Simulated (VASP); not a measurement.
Wanted: the native input for a VASP 6.6.1 run.

```yaml
Task: single point
Functional: PBEsol
Potentials_or_basis: VASP PAW PBE potentials, release 64 (Ba_sv, Ti_sv, O)
Cutoff: 520 eV
k_mesh: 7 × 7 × 7
Occupations: fermi-dirac, width 0.05 eV
Spin: no spin polarisation
Dipole_correction: no
Further_INCAR_settings: ALGO = Normal; EDIFF = 1e-06; NBANDS = 28
```

The structure of BaTiO3 lies in POSCAR:

```
BaTiO3
1.0
    2.8083904218      1.6214249660      2.3028333365
   -2.8083904218      1.6214249660      2.3028333365
    0.0000000000     -3.2428499320      2.3028333365
Ba Ti O
1 1 3
Direct
    0.0000000000      0.0000000000      0.0000000000
    0.4845000000      0.4845000000      0.4845000000
    0.5086000000      0.0175000000      0.5086000000
    0.0175000000      0.5086000000      0.5086000000
    0.5086000000      0.5086000000      0.0175000000
```

One way to write it, as run:

INCAR

```
SYSTEM = BaTiO3
PREC = Accurate
ENCUT = 520
EDIFF = 1E-6
ISMEAR = -1
SIGMA = 0.05
LREAL = .False.
LASPH = .True.
NELM = 80
ALGO = Normal
ISIF = 2
LWAVE = .False.
LCHARG = .False.
GGA = PS
NBANDS = 28
```

KPOINTS

```
regular mesh
0
Gamma
  7 7 7
  0 0 0
```

Potentials or basis: VASP PAW PBE potentials, release 64 (Ba_sv, Ti_sv, O).

The run is started by

```console
$ cat potpaw_PBE.64/Ba_sv/POTCAR potpaw_PBE.64/Ti_sv/POTCAR potpaw_PBE.64/O/POTCAR > POTCAR
$ mpirun -np 1 vasp_std > vasp.out
```

Results of the run:

```yaml
Pressure: 4.3 GPa
Largest_force: 0.361 eV/Å
Band_gap_on_the_k_mesh: 2.45 eV (least direct gap 2.77 eV)
```

Caveat: the cell stands under pressure; the PAW data sets were made with another functional, which shifts forces and pressure a little; spin-orbit coupling is left out, which moves the levels of the heavy elements; an odd mesh through Γ misses points on the zone boundary, where band edges can lie.

Run time: 73 s on 1 thread of Intel Xeon 8259CL, with other jobs on the host, peak memory 0.22 GiB.
